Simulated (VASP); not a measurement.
# ZnO (P6_3mc) in VASP: further runs

The runs below take ZnO through single point, with PBE.

Program: VASP 6.6.1. These are calculated values, not measurements. Logs are shortened: lines on timing, memory, paths and dates and some standing lists are left out, and cuts for length are marked.

## (1) The cell of the first run

Symmetry: P6_3mc, No. 186, hexagonal system. Conventional cell: a = 3.294 Å, b = 3.294 Å, c = 5.064 Å, α = 90.00°, β = 90.00°, γ = 120.00°. Zn (site symmetry 3m) has 4 O at 1.93 to 1.99 Å within 2.6 Å. O (site symmetry 3m) has 4 Zn at 1.93 to 1.99 Å within 2.6 Å.

## (2) Single point, PBE

INCAR reads:

```
SYSTEM = ZnO
PREC = Accurate ; ENCUT = 520
EDIFF = 1E-6 ; ISMEAR = 0
SIGMA = 0.05 ; LREAL = .False.
LASPH = .True. ; NELM = 80
ALGO = Normal ; ISIF = 2
LWAVE = .False. ; LCHARG = .True.
GGA = PE ; LELF = .True.
LVHAR = .True. ; NBANDS = 26
```

KPOINTS reads:

```
regular mesh
0
Gamma
  12 12 6
  0 0 0
```

POSCAR reads:

```
ZnO
1.0
    3.2939165671      0.0000000000      0.0000000000
   -1.6469582835      2.8526154251      0.0000000000
    0.0000000000      0.0000000000      5.0640900391
Zn O
2 2
Direct
    0.3333333333      0.6666666667      0.0000000000
    0.6666666667      0.3333333333      0.5000000000
    0.3333333333      0.6666666667      0.3821000000
    0.6666666667      0.3333333333      0.8821000000
```

Potentials or basis: VASP PAW PBE potentials, release 64 (Zn, O).

Command:

```bash
$ cat potpaw_PBE.64/Zn/POTCAR potpaw_PBE.64/O/POTCAR > POTCAR
$ mpirun -np 1 vasp_std > vasp.out
```

OUTCAR:

```text
SYSTEM = ZnO
   PREC = Accurate
   ENCUT = 520
   EDIFF = 1E-6
   ISMEAR = 0
   LREAL = .False.
   LASPH = .True.
   NELM = 80
   ISIF = 2
   GGA = PE

 ion  position               nearest neighbor table
   1  0.333  0.667  0.000-   3 1.93   4 1.99   4 1.99   4 1.99
   2  0.667  0.333  0.500-   4 1.93   3 1.99   3 1.99   3 1.99
   3  0.333  0.667  0.382-   1 1.93   2 1.99   2 1.99   2 1.99
   4  0.667  0.333  0.882-   2 1.93   1 1.99   1 1.99   1 1.99

  LATTYP: Found a hexagonal cell.
 ALAT       =     3.2939165671
 C/A-ratio  =     1.5374068942

  Lattice vectors:

 A1 = (   3.2939165671,   0.0000000000,   0.0000000000)
 A2 = (  -1.6469582835,   2.8526154251,   0.0000000000)
 A3 = (   0.0000000000,   0.0000000000,   5.0640900391)

Analysis of symmetry for initial positions (statically):
=====================================================================
 Subroutine PRICEL returns:
 Original cell was already a primitive cell.

 Routine SETGRP: Setting up the symmetry group for a
 hexagonal supercell.

 Subroutine GETGRP returns: Found 12 space group operations
 (whereof  6 operations were pure point group operations)
 out of a pool of 24 trial point group operations.

The static configuration has the point symmetry C_3v.
 The point group associated with its full space group is C_6v.

Analysis of symmetry for dynamics (positions and initial velocities):
=====================================================================
 Subroutine PRICEL returns:
 Original cell was already a primitive cell.

 Routine SETGRP: Setting up the symmetry group for a
 hexagonal supercell.

 Subroutine GETGRP returns: Found 12 space group operations
 (whereof  6 operations were pure point group operations)
 out of a pool of 24 trial point group operations.

The dynamic configuration has the point symmetry C_3v.
 The point group associated with its full space group is C_6v.

 Subroutine INISYM returns: Found 12 space group operations
 (whereof  6 operations are pure point group operations),
 and found     1 'primitive' translations

----------------------------------------------------------------------------------------

                                     Primitive cell

  volume of cell :      47.5836

  direct lattice vectors                    reciprocal lattice vectors
     3.293916567  0.000000000  0.000000000     0.303589960  0.175277745  0.000000000
    -1.646958284  2.852615425  0.000000000     0.000000000  0.350555491  0.000000000
     0.000000000  0.000000000  5.064090039     0.000000000  0.000000000  0.197468843

  length of vectors
     3.293916567  3.293916567  5.064090039     0.350555491  0.350555491  0.197468843

  position of ions in fractional coordinates (direct lattice)
     0.333333333  0.666666667  0.000000000
     0.666666667  0.333333333  0.500000000
     0.333333333  0.666666667  0.382100000
     0.666666667  0.333333333  0.882100000

  ion indices of the primitive-cell ions
   primitive index   ion index
                 1           1
                 2           2
                 3           3
                 4           4

----------------------------------------------------------------------------------------

 KPOINTS: regular mesh

Automatic generation of k-mesh.
 Grid dimensions read from file:
 generate k-points for:   12   12    6

 Generating k-lattice:

  Cartesian coordinates                     Fractional coordinates (reciprocal lattice)
     0.025299163  0.014606479  0.000000000     0.083333333  0.000000000  0.000000000
     0.000000000  0.029212958  0.000000000     0.000000000  0.083333333  0.000000000
     0.000000000  0.000000000  0.032911474     0.000000000  0.000000000  0.166666667

  Length of vectors
     0.029212958  0.029212958  0.032911474

  Shift w.r.t. Gamma in fractional coordinates (k-lattice)
     0.000000000  0.000000000  0.000000000

 Subroutine IBZKPT returns following result:
 ===========================================

 Found     76 irreducible k-points:

 Following reciprocal coordinates:
            Coordinates               Weight
  0.000000  0.000000  0.000000      1.000000
  0.083333 -0.000000  0.000000      6.000000
  0.166667 -0.000000  0.000000      6.000000
  0.250000  0.000000  0.000000      6.000000
  0.333333 -0.000000  0.000000      6.000000
  0.416667 -0.000000  0.000000      6.000000
[... 16 lines left out ...]
  0.250000  0.000000  0.166667     12.000000
  0.333333 -0.000000  0.166667     12.000000
 [... further k-points ...]
   k-points           NKPTS =     76   k-points in BZ     NKDIM =     76   number of bands    NBANDS=     26
   number of dos      NEDOS =    301   number of ions     NIONS =      4
   total plane-waves  NPLWV =  23040
   dimension x,y,z NGX =    24 NGY =   24 NGZ =   40
   dimension x,y,z NGXF=    48 NGYF=   48 NGZF=   80
   ions per type =               2   2
   NGX,Y,Z   is equivalent  to a cutoff of  12.11, 12.11, 13.13 a.u.
   NGXF,Y,Z  is equivalent  to a cutoff of  24.23, 24.23, 26.26 a.u.
 SYSTEM =  ZnO
   PREC   = accura    normal or accurate (medium, high low for compatibility)
   ISTART =      0    job   : 0-new  1-cont  2-samecut
   ICHARG =      2    charge: 1-file 2-atom 10-const
   ISPIN  =      1    spin polarized calculation?
   LNONCOLLINEAR =      F non collinear calculations
   LSORBIT =      F    spin-orbit coupling
   LASPH  =      T    aspherical Exc in radial PAW
   ENCUT  =  520.0 eV  38.22 Ry    6.18 a.u.   6.12  6.12  9.42*2*pi/ulx,y,z
   NELM   =     80;   NELMIN=  2; NELMDL= -5     # of ELM steps
   EDIFF  = 0.1E-05   stopping-criterion for ELM
   LREAL  =      F    real-space projection
   EDIFFG = 0.1E-04   stopping-criterion for IOM
   NSW    =      0    number of steps for IOM
   IBRION =     -1    ionic relax: 0-MD 1-quasi-New 2-CG
   NFREE  =      0    steps in history (QN), initial steepest desc. (CG)
   ISIF   =      2    stress and relaxation
   ISYM   =      2    0-nonsym 1-usesym 2-fastsym
   POTIM  = 0.5000    time-step for ionic-motion
   TEBEG  =    0.0;   TEEND  =   0.0 temperature during run
   PSTRESS=    0.0 pullay stress
   NELECT =      36.0000    total number of electrons
   NUPDOWN=      -1.0000    fix difference up-down
   EMIN   =  10.00;   EMAX   =-10.00  energy-range for DOS
   EFERMI =   0.00;   METHOD = LEGACY
   ISMEAR =     0;   SIGMA  =   0.05  broadening in eV -4-tet -1-fermi 0-gaus
   EFERMI_NEDOS =   21; number of points for ismear=-14 and -15
   IALGO  =     38    algorithm
   IMIX   =      4    mixing-type and parameters
     AMIX     =   0.40;   BMIX     =  1.00
     AMIX_MAG =   1.60;   BMIX_MAG =  1.00
  volume/ion in A,a.u.               =      11.90        80.28
  Fermi-wavevector in a.u.,A,eV,Ry     =   1.491729  2.818959 30.276436  2.225255
  Thomas-Fermi vector in A             =   2.604347
   LORBIT       =      0    0 simple, 1 ext, 2 COOP (PROOUT), +10 PAW based schemes
   GGA     = PE    functional components
   LHFCALC =     F    Hartree Fock is set to
   AEXX    =    0.0000 exact exchange contribution
   IVDW    =     0    specifies the selected vdW correction
   LEPSILON=     F    determine dielectric tensor
   LRPA    =     F    only Hartree local field effects (RPA)
 non-spin polarized calculation
 Gauss-broadening in eV      SIGMA  =   0.05
  energy-cutoff  :      520.00
  volume of cell :       47.58
 maximum number of plane-waves:      1300
   NGX = 13   NGY = 13   NGZ = 19

 number of electron      36.0000016 magnetization

 Free energy of the ion-electron system (eV)
  ---------------------------------------------------
  ext. energy  EPLUGINS =         0.00000000
  ---------------------------------------------------
  free energy    TOTEN  =       -17.78077694 eV

  energy without entropy =      -17.78077694  energy(sigma->0) =      -17.78077694

 E-fermi :   1.3889     XC(G=0): -10.9106

 val. band max:        1.1674904067   @ k =   0.0000   0.0000   0.0000
 cond. band min:       2.0020699219   @ k =   0.0000   0.0000   0.0000
 fundamental gap:      0.8345795153
 Fermi energy:         1.3888977724

 k-point     1 :       0.0000    0.0000    0.0000
  band No.  band energies     occupation
      1     -16.8890      2.00000
      2     -16.0940      2.00000
      3      -4.4751      2.00000
      4      -4.4751      2.00000
      5      -4.4103      2.00000
      6      -4.3188      2.00000
[... 18 lines left out ...]
     25      15.0471      0.00000
     26      16.1754      0.00000

 k-point     2 :       0.0833   -0.0000    0.0000
  band No.  band energies     occupation
      1     -16.8524      2.00000
      2     -16.0804      2.00000
      3      -4.5232      2.00000
      4      -4.4535      2.00000
      5      -4.3811      2.00000
      6      -4.3035      2.00000
[... 18 lines left out ...]
     25      15.1508      0.00000
     26      16.2062      0.00000

 k-point     3 :       0.1667   -0.0000    0.0000
  band No.  band energies     occupation
      1     -16.7489      2.00000
      2     -16.0454      2.00000
      3      -4.6237      2.00000
      4      -4.3968      2.00000
      5      -4.3484      2.00000
      6      -4.2910      2.00000
[... 18 lines left out ...]
     25      15.3040      0.00000
     26      15.5622      0.00000

 k-point     4 :       0.2500    0.0000    0.0000
  band No.  band energies     occupation
      1     -16.5981      2.00000
      2     -16.0033      2.00000
      3      -4.7229      2.00000
      4      -4.3714      2.00000
      5      -4.3274      2.00000
      6      -4.2087      2.00000
[... 18 lines left out ...]
     25      14.4326      0.00000
     26      15.2278      0.00000
[... 496 lines left out ...]
      1     -16.7029      2.00000
      2     -16.0933      2.00000
      3      -4.6606      2.00000
      4      -4.4700      2.00000
      5      -4.3890      2.00000
      6      -4.3323      2.00000
[... 18 lines left out ...]
     25      14.8395      0.00000
     26      15.0523      0.00000

 k-point    23 :       0.2500    0.0000    0.1667
  band No.  band energies     occupation
      1     -16.5580      2.00000
      2     -16.0424      2.00000
      3      -4.7618      2.00000
      4      -4.4916      2.00000
      5      -4.3147      2.00000
      6      -4.2402      2.00000
[... 18 lines left out ...]
     25      14.2986      0.00000
     26      15.0541      0.00000

 k-point    24 :       0.3333   -0.0000    0.1667
  band No.  band energies     occupation
      1     -16.3983      2.00000
      2     -16.0018      2.00000
      3      -4.8122      2.00000
      4      -4.5259      2.00000
      5      -4.2516      2.00000
      6      -4.1310      2.00000
[... 18 lines left out ...]
     25      14.4641      0.00000
     26      14.9917      0.00000

 [... further k-points ...]
[... 5 lines left out ...]
  --------------------------------------------------------------------------------------
  -------------------------------------------------------------------------------------
  Total        0.8557823      0.8557823      3.8805286      0.0000000     -0.0000000      0.0000000
  in kB       28.8148698     28.8148698    130.6604758      0.0000000     -0.0000000      0.0000000
  external PRESSURE =      62.7634051 kB  Pullay stress =       0.0000000 kB

 VOLUME and BASIS-vectors are now :
 -----------------------------------------------------------------------------
  energy-cutoff  :      520.00
  volume of cell :       47.58
      direct lattice vectors                 reciprocal lattice vectors
     3.293916567  0.000000000  0.000000000     0.303589960  0.175277745  0.000000000
    -1.646958284  2.852615425  0.000000000     0.000000000  0.350555491  0.000000000
     0.000000000  0.000000000  5.064090039     0.000000000  0.000000000  0.197468843

 POSITION                                       TOTAL-FORCE (eV/Angst)
 -----------------------------------------------------------------------------------
     -0.00000      1.90174      0.00000        -0.000000      0.000000     -0.412731
      1.64696      0.95087      2.53205         0.000000      0.000000     -0.412731
     -0.00000      1.90174      1.93499         0.000000      0.000000      0.412731
      1.64696      0.95087      4.46703        -0.000000      0.000000      0.412731
 -----------------------------------------------------------------------------------
    total drift:                               -0.000001     -0.000001      0.000928

  FREE ENERGIE OF THE ION-ELECTRON SYSTEM (eV)
  ---------------------------------------------------
  free  energy   TOTEN  =       -17.7807769366 eV

  energy  without entropy=      -17.7807769366  energy(sigma->0) =      -17.78077694
```

Run time: 3.3 min. Hardware: 1 thread of AMD EPYC 7R43 (Zen 3), shared host; peak memory 0.17 GiB.

Results:

- Free energy: -17.7808 eV
- Pressure: 6.3 GPa
- Largest force: 0.413 eV/Å
- Band gap on the k mesh: 0.83 eV, direct

Forces on the atoms (eV/Å):
```
Zn   0.000  0.000 -0.413
Zn   0.000  0.000 -0.413
O    0.000  0.000  0.413
O    0.000  0.000  0.413
```

## (3) Single point, PBE

This run uses another cell than the first one, of the same volume but with other edges.

INCAR reads:

```
SYSTEM = ZnO
  ALGO = Normal
  EDIFF = 1E-7
  ENCUT = 520
  GGA = PE
  ISIF = 2
  ISMEAR = 0
  LASPH = .TRUE.
  LCHARG = .TRUE.
  LELF = .TRUE.
  LREAL = .FALSE.
  LVHAR = .TRUE.
  LWAVE = .FALSE.
  NBANDS = 26
  NELM = 60
  PREC = Accurate
  SIGMA = 0.05
```

KPOINTS reads:

```
k-points
0
G
  12 12 6
  0 0 0
```

POSCAR reads:

```
ZnO
1.0
    3.1969799007      0.0000000000      0.0000000000
   -1.5984899503      2.7686658094      0.0000000000
    0.0000000000      0.0000000000      5.3758457155
Zn O
2 2
Direct
    0.3333333333      0.6666666667      0.0000000000
    0.6666666667      0.3333333333      0.5000000000
    0.3333333333      0.6666666667      0.3821000000
    0.6666666667      0.3333333333      0.8821000000
```

Potentials or basis: VASP PAW PBE potentials, release 64 (Zn, O).

Command:

```bash
$ cat potpaw_PBE.64/Zn/POTCAR potpaw_PBE.64/O/POTCAR > POTCAR
$ mpirun -np 1 vasp_std > vasp.out
```

Run time: 3.5 min. Hardware: 1 thread of AMD EPYC 7R43 (Zen 3), shared host; peak memory 0.17 GiB.

It converged, with:

- Free energy: -17.7719 eV
- Pressure: 6.7 GPa
- Largest force: 0.425 eV/Å
- Band gap on the k mesh: 0.71 eV, direct

Forces in eV/Å, atoms in the order of the input:
```
Zn   0.000  0.000  0.425
Zn   0.000  0.000  0.425
O    0.000  0.000 -0.425
O    0.000  0.000 -0.425
```

Stress tensor (GPa, compression positive):
```
10.17  0.00  0.00
 0.00 10.17  0.00
 0.00  0.00 -0.39
```

Levels at points of the mesh, in eV from the valence-band top:
```
           k point  band 14  band 15  band 16  band 17  band 18  band 19  band 20  band 21  band 22  band 23
(0.00, 0.00, 0.00)    -0.67    -0.67    -0.23     0.00     0.00     0.71     5.29     7.77    13.14    13.24
(0.50, 0.00, 0.00)    -3.73    -2.84    -2.16    -1.35    -0.94     5.78     6.88     7.28     8.66    10.14
(0.00, 0.00, 0.50)    -2.40    -0.33    -0.33    -0.33    -0.33     3.35     3.35     9.70     9.70    13.53
(0.50, 0.00, 0.50)    -3.87    -1.53    -1.53    -1.52    -1.52     5.60     5.60     8.43     8.43    11.11
```
